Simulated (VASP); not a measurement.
# ZnS (P6_3mc) in VASP: notebook

The runs below take ZnS through single point, with PBEsol.

Program: VASP 6.6.1. These are calculated values, not measurements. Logs are shortened: lines on timing, memory, paths and dates and some standing lists are left out, and cuts for length are marked.

## 1. The cell of the first run

The structure is hexagonal, space group P6_3mc (No. 186). Conventional cell: a = 3.601 Å, b = 3.601 Å, c = 5.955 Å, α = 90.00°, β = 90.00°, γ = 120.00°. Zn (site symmetry 3m) has 4 S at 2.21 Å within 2.9 Å. Within 2.9 Å of S (site symmetry 3m) lie 4 Zn at 2.21 Å.

## 2. Single point, PBEsol

Input file INCAR:

```
SYSTEM = ZnS
ALGO = Normal
EDIFF = 1E-6
ENCUT = 520
GGA = PS
ISIF = 2
ISMEAR = 0
LASPH = .True.
LCHARG = .False.
LREAL = .False.
LWAVE = .False.
NBANDS = 26
NELM = 60
PREC = Accurate
SIGMA = 0.01
```

Input file KPOINTS:

```
k-points
0
Gamma
  6 6 4
  0 0 0
```

Input file POSCAR:

```
ZnS
1.0
    3.6006784405      0.0000000000      0.0000000000
   -1.8003392203      3.1182790004      0.0000000000
    0.0000000000      0.0000000000      5.9549148922
Zn S
2 2
Direct
    0.3333333333      0.6666666667      0.0066966749
    0.6666666667      0.3333333333      0.5066966749
    0.3333333333      0.6666666667      0.3783033251
    0.6666666667      0.3333333333      0.8783033251
```

Potentials or basis: VASP PAW PBE potentials, release 64 (Zn, S).

Run with:

```
> cat potpaw_PBE.64/Zn/POTCAR potpaw_PBE.64/S/POTCAR > POTCAR
> mpirun -np 1 vasp_std > vasp.out
```

OUTCAR:

```text
SYSTEM = ZnS
   EDIFF = 1E-6
   ENCUT = 520
   GGA = PS
   ISIF = 2
   ISMEAR = 0
   LASPH = .True.
   LREAL = .False.
   NELM = 60
   PREC = Accurate

 ion  position               nearest neighbor table
   1  0.333  0.667  0.007-   3 2.21   4 2.21   4 2.21   4 2.21
   2  0.667  0.333  0.507-   4 2.21   3 2.21   3 2.21   3 2.21
   3  0.333  0.667  0.378-   1 2.21   2 2.21   2 2.21   2 2.21
   4  0.667  0.333  0.878-   2 2.21   1 2.21   1 2.21   1 2.21

  LATTYP: Found a hexagonal cell.
 ALAT       =     3.6006784405
 C/A-ratio  =     1.6538313517

  Lattice vectors:

 A1 = (   3.6006784405,   0.0000000000,   0.0000000000)
 A2 = (  -1.8003392203,   3.1182790004,   0.0000000000)
 A3 = (   0.0000000000,   0.0000000000,   5.9549148922)

Analysis of symmetry for initial positions (statically):
=====================================================================
 Subroutine PRICEL returns:
 Original cell was already a primitive cell.

 Routine SETGRP: Setting up the symmetry group for a
 hexagonal supercell.

 Subroutine GETGRP returns: Found 12 space group operations
 (whereof  6 operations were pure point group operations)
 out of a pool of 24 trial point group operations.

The static configuration has the point symmetry C_3v.
 The point group associated with its full space group is C_6v.

Analysis of symmetry for dynamics (positions and initial velocities):
=====================================================================
 Subroutine PRICEL returns:
 Original cell was already a primitive cell.

 Routine SETGRP: Setting up the symmetry group for a
 hexagonal supercell.

 Subroutine GETGRP returns: Found 12 space group operations
 (whereof  6 operations were pure point group operations)
 out of a pool of 24 trial point group operations.

The dynamic configuration has the point symmetry C_3v.
 The point group associated with its full space group is C_6v.

 Subroutine INISYM returns: Found 12 space group operations
 (whereof  6 operations are pure point group operations),
 and found     1 'primitive' translations

----------------------------------------------------------------------------------------

                                     Primitive cell

  volume of cell :      66.8613

  direct lattice vectors                    reciprocal lattice vectors
     3.600678440  0.000000000  0.000000000     0.277725439  0.160344857  0.000000000
    -1.800339220  3.118279000  0.000000000     0.000000000  0.320689714  0.000000000
     0.000000000  0.000000000  5.954914892     0.000000000  0.000000000  0.167928513

  length of vectors
     3.600678440  3.600678441  5.954914892     0.320689714  0.320689714  0.167928513

  position of ions in fractional coordinates (direct lattice)
     0.333333333  0.666666667  0.006696675
     0.666666667  0.333333333  0.506696675
     0.333333333  0.666666667  0.378303325
     0.666666667  0.333333333  0.878303325

  ion indices of the primitive-cell ions
   primitive index   ion index
                 1           1
                 2           2
                 3           3
                 4           4

----------------------------------------------------------------------------------------

 KPOINTS: k-points

Automatic generation of k-mesh.
 Grid dimensions read from file:
 generate k-points for:    6    6    4

 Generating k-lattice:

  Cartesian coordinates                     Fractional coordinates (reciprocal lattice)
     0.046287573  0.026724143  0.000000000     0.166666667  0.000000000  0.000000000
     0.000000000  0.053448286  0.000000000     0.000000000  0.166666667  0.000000000
     0.000000000  0.000000000  0.041982128     0.000000000  0.000000000  0.250000000

  Length of vectors
     0.053448286  0.053448286  0.041982128

  Shift w.r.t. Gamma in fractional coordinates (k-lattice)
     0.000000000  0.000000000  0.000000000

 Subroutine IBZKPT returns following result:
 ===========================================

 Found     21 irreducible k-points:

 Following reciprocal coordinates:
            Coordinates               Weight
  0.000000  0.000000  0.000000      1.000000
  0.166667  0.000000  0.000000      6.000000
  0.333333  0.000000  0.000000      6.000000
  0.500000  0.000000  0.000000      3.000000
  0.166667  0.166667  0.000000      6.000000
  0.333333  0.166667  0.000000     12.000000
[... 13 lines left out ...]
  0.333333  0.166667  0.500000     12.000000
  0.333333  0.333333  0.500000      2.000000
   k-points           NKPTS =     21   k-points in BZ     NKDIM =     21   number of bands    NBANDS=     26
   number of dos      NEDOS =    301   number of ions     NIONS =      4
   total plane-waves  NPLWV =  37632
   dimension x,y,z NGX =    28 NGY =   28 NGZ =   48
   dimension x,y,z NGXF=    56 NGYF=   56 NGZF=   96
   ions per type =               2   2
   NGX,Y,Z   is equivalent  to a cutoff of  12.93, 12.93, 13.40 a.u.
   NGXF,Y,Z  is equivalent  to a cutoff of  25.86, 25.86, 26.80 a.u.
 SYSTEM =  ZnS
   PREC   = accura    normal or accurate (medium, high low for compatibility)
   ISTART =      0    job   : 0-new  1-cont  2-samecut
   ICHARG =      2    charge: 1-file 2-atom 10-const
   ISPIN  =      1    spin polarized calculation?
   LNONCOLLINEAR =      F non collinear calculations
   LSORBIT =      F    spin-orbit coupling
   LASPH  =      T    aspherical Exc in radial PAW
   ENCUT  =  520.0 eV  38.22 Ry    6.18 a.u.   6.69  6.69 11.07*2*pi/ulx,y,z
   NELM   =     60;   NELMIN=  2; NELMDL= -5     # of ELM steps
   EDIFF  = 0.1E-05   stopping-criterion for ELM
   LREAL  =      F    real-space projection
   EDIFFG = 0.1E-04   stopping-criterion for IOM
   NSW    =      0    number of steps for IOM
   IBRION =     -1    ionic relax: 0-MD 1-quasi-New 2-CG
   NFREE  =      0    steps in history (QN), initial steepest desc. (CG)
   ISIF   =      2    stress and relaxation
   ISYM   =      2    0-nonsym 1-usesym 2-fastsym
   POTIM  = 0.5000    time-step for ionic-motion
   TEBEG  =    0.0;   TEEND  =   0.0 temperature during run
   PSTRESS=    0.0 pullay stress
   NELECT =      36.0000    total number of electrons
   NUPDOWN=      -1.0000    fix difference up-down
   EMIN   =  10.00;   EMAX   =-10.00  energy-range for DOS
   EFERMI =   0.00;   METHOD = LEGACY
   ISMEAR =     0;   SIGMA  =   0.01  broadening in eV -4-tet -1-fermi 0-gaus
   EFERMI_NEDOS =   21; number of points for ismear=-14 and -15
   IALGO  =     38    algorithm
   IMIX   =      4    mixing-type and parameters
     AMIX     =   0.40;   BMIX     =  1.00
     AMIX_MAG =   1.60;   BMIX_MAG =  1.00
  volume/ion in A,a.u.               =      16.72       112.80
  Fermi-wavevector in a.u.,A,eV,Ry     =   1.331836  2.516805 24.133834  1.773787
  Thomas-Fermi vector in A             =   2.460817
   LORBIT       =      0    0 simple, 1 ext, 2 COOP (PROOUT), +10 PAW based schemes
   GGA     = PS    functional components
   LHFCALC =     F    Hartree Fock is set to
   AEXX    =    0.0000 exact exchange contribution
   IVDW    =     0    specifies the selected vdW correction
   LEPSILON=     F    determine dielectric tensor
   LRPA    =     F    only Hartree local field effects (RPA)
 non-spin polarized calculation
 Gauss-broadening in eV      SIGMA  =   0.01
  energy-cutoff  :      520.00
  volume of cell :       66.86
 maximum number of plane-waves:      1834
 NGX is ok and might be reduce to    28
   NGX = 13   NGY = 13   NGZ = 23

 number of electron      35.9999982 magnetization

 Free energy of the ion-electron system (eV)
  ---------------------------------------------------
  ext. energy  EPLUGINS =         0.00000000
  ---------------------------------------------------
  free energy    TOTEN  =       -14.73147217 eV

  energy without entropy =      -14.73147217  energy(sigma->0) =      -14.73147217

 E-fermi :   3.8462     XC(G=0): -10.6423

 val. band max:        3.7633039281   @ k =   0.0000   0.0000   0.0000
 cond. band min:       6.5451443716   @ k =   0.0000   0.0000   0.0000
 fundamental gap:      2.7818404435
 Fermi energy:         3.8461862551

 k-point     1 :       0.0000    0.0000    0.0000
  band No.  band energies     occupation
      1     -10.7527      2.00000
      2      -9.4777      2.00000
      3      -3.4849      2.00000
      4      -3.4390      2.00000
      5      -3.4390      2.00000
      6      -3.3264      2.00000
[... 18 lines left out ...]
     25      11.4220      0.00000
     26      13.5725      0.00000

 k-point     2 :       0.1667    0.0000    0.0000
  band No.  band energies     occupation
      1     -10.5089      2.00000
      2      -9.3385      2.00000
      3      -3.4881      2.00000
      4      -3.4330      2.00000
      5      -3.3942      2.00000
      6      -3.3120      2.00000
[... 18 lines left out ...]
     25      11.9260      0.00000
     26      12.4028      0.00000

 k-point     3 :       0.3333    0.0000    0.0000
  band No.  band energies     occupation
      1      -9.9087      2.00000
      2      -9.0826      2.00000
      3      -3.5483      2.00000
      4      -3.3835      2.00000
      5      -3.3295      2.00000
      6      -3.1684      2.00000
[... 18 lines left out ...]
     25      12.6053      0.00000
     26      14.1336      0.00000

 k-point     4 :       0.5000    0.0000    0.0000
  band No.  band energies     occupation
      1      -9.4764      2.00000
      2      -9.0286      2.00000
      3      -3.5206      2.00000
      4      -3.3123      2.00000
      5      -3.3084      2.00000
      6      -3.1622      2.00000
[... 18 lines left out ...]
     25      13.0523      0.00000
     26      15.6826      0.00000
[... 409 lines left out ...]
      1      -9.6376      2.00000
      2      -9.6376      2.00000
      3      -3.5605      2.00000
      4      -3.5605      2.00000
      5      -3.2969      2.00000
      6      -3.2969      2.00000
[... 18 lines left out ...]
     25      12.1940      0.00000
     26      12.1940      0.00000

 k-point    20 :       0.3333    0.1667    0.5000
  band No.  band energies     occupation
      1      -9.2456      2.00000
      2      -9.2456      2.00000
      3      -3.5141      2.00000
      4      -3.5141      2.00000
      5      -3.2131      2.00000
      6      -3.2131      2.00000
[... 18 lines left out ...]
     25      13.2348      0.00000
     26      13.2348      0.00000

 k-point    21 :       0.3333    0.3333    0.5000
  band No.  band energies     occupation
      1      -9.1096      2.00000
      2      -9.1096      2.00000
      3      -3.3746      2.00000
      4      -3.3746      2.00000
      5      -3.2793      2.00000
      6      -3.2793      2.00000
[... 18 lines left out ...]
     25      13.4567      0.00000
     26      13.4567      0.00000

------------------------ aborting loop because EDIFF is reached ----------------------------------------

  FORCE on cell =-STRESS in cart. coord.  units (eV):
  Direction    XX          YY          ZZ          XY          YZ          ZX
  --------------------------------------------------------------------------------------
  -------------------------------------------------------------------------------------
  Total        6.3554075      6.3554075      6.3474760     -0.0000000     -0.0000000      0.0000000
  in kB      152.2927100    152.2927100    152.1026506     -0.0000000     -0.0000000      0.0000000
  external PRESSURE =     152.2293569 kB  Pullay stress =       0.0000000 kB

 VOLUME and BASIS-vectors are now :
 -----------------------------------------------------------------------------
  energy-cutoff  :      520.00
  volume of cell :       66.86
      direct lattice vectors                 reciprocal lattice vectors
     3.600678440  0.000000000  0.000000000     0.277725439  0.160344857  0.000000000
    -1.800339220  3.118279000  0.000000000     0.000000000  0.320689714  0.000000000
     0.000000000  0.000000000  5.954914892     0.000000000  0.000000000  0.167928513

 POSITION                                       TOTAL-FORCE (eV/Angst)
 -----------------------------------------------------------------------------------
     -0.00000      2.07885      0.03988        -0.000000      0.000000      0.003001
      1.80034      1.03943      3.01734         0.000000     -0.000000      0.003001
     -0.00000      2.07885      2.25276        -0.000000      0.000000     -0.003001
      1.80034      1.03943      5.23022         0.000000     -0.000000     -0.003001
 -----------------------------------------------------------------------------------
    total drift:                                0.000000      0.000001      0.002619

  FREE ENERGIE OF THE ION-ELECTRON SYSTEM (eV)
  ---------------------------------------------------
  free  energy   TOTEN  =       -14.7314721694 eV

  energy  without entropy=      -14.7314721694  energy(sigma->0) =      -14.73147217
```

Run time: 37 s. Hardware: 1 thread of Intel Xeon 6975P-C, shared host; peak memory 0.19 GiB.

Results:

| Quantity | Value |
| --- | --- |
| Free energy | -14.7315 eV |
| Pressure | 15.2 GPa |
| Largest force | 0.003 eV/Å |
| Band gap on the k mesh | 2.78 eV, direct |

Forces in eV/Å, atoms in the order of the input:
```
Zn   0.000  0.000  0.003
Zn   0.000  0.000  0.003
S    0.000  0.000 -0.003
S    0.000  0.000 -0.003
```

Levels at points of the mesh, in eV from the valence-band top:
```csv
k point,band 14,band 15,band 16,band 17,band 18,band 19,band 20,band 21,band 22,band 23
"(0.00, 0.00, 0.00)",-1.16,-1.16,-0.17,0.00,0.00,2.78,3.32,6.07,6.07,6.22
"(0.50, 0.00, 0.00)",-4.87,-4.19,-2.90,-2.31,-1.15,3.33,4.47,4.76,6.62,7.88
"(0.00, 0.00, 0.50)",-3.40,-0.61,-0.61,-0.61,-0.61,3.88,3.88,6.58,6.58,6.58
"(0.50, 0.00, 0.50)",-5.74,-2.16,-2.16,-2.10,-2.10,3.32,3.32,4.94,4.94,8.89
```

Caveat: the PAW data sets were made with another functional, which shifts forces and pressure a little.

## 3. Single point, PBEsol

Input file INCAR:

```
ALGO     = Normal         # electronic algorithm
EDIFF    = 1E-6           # SCF threshold, eV
ENCUT    = 520            # plane-wave cutoff, eV
GGA      = PS             # functional
ISIF     = 2              # what is computed and relaxed
ISMEAR   = 0              # smearing method
LASPH    = T              # aspherical terms in the spheres
LCHARG   = F              # write CHGCAR
LREAL    = F              # projectors in reciprocal space
LWAVE    = F              # write WAVECAR
NBANDS   = 26             # bands
NELM     = 80             # most SCF steps
PREC     = Accurate       # precision mode
SIGMA    = 0.01           # smearing width, eV
```

Input file KPOINTS:

```
k-points
0
Gamma
  6 6 4
```

POSCAR is that of step 2.

Potentials or basis: VASP PAW PBE potentials, release 64 (Zn, S).

Run with:

```
> cat potpaw_PBE.64/Zn/POTCAR potpaw_PBE.64/S/POTCAR > POTCAR
> mpirun -np 1 vasp_std > vasp.out
```

It took 39 s on 1 thread of Intel Xeon 6975P-C, shared host; peak memory 0.19 GiB.

The run converged. Its results:

| Property | Result |
| --- | --- |
| Free energy | -14.7315 eV |
| Pressure | 15.2 GPa |
| Largest force | 0.003 eV/Å |
| Band gap on the k mesh | 2.78 eV, direct |

Forces in eV/Å, atoms in the order of the input:
```
Zn   0.000  0.000  0.003
Zn   0.000  0.000  0.003
S    0.000  0.000 -0.003
S    0.000  0.000 -0.003
```

Levels at points of the mesh, in eV from the valence-band top:
```tsv
k point	band 15	band 16	band 17	band 18	band 19	band 20	band 21	band 22
(0.00, 0.00, 0.00)	-1.16	-0.17	0.00	0.00	2.78	3.32	6.07	6.07
(0.50, 0.00, 0.00)	-4.19	-2.90	-2.31	-1.15	3.33	4.47	4.76	6.62
(0.00, 0.00, 0.50)	-0.61	-0.61	-0.61	-0.61	3.88	3.88	6.58	6.58
(0.50, 0.00, 0.50)	-2.16	-2.16	-2.10	-2.10	3.32	3.32	4.94	4.94
```

Caveat: the PAW data sets were made with another functional, which shifts forces and pressure a little.

(Part 1 of 2 ends here.)
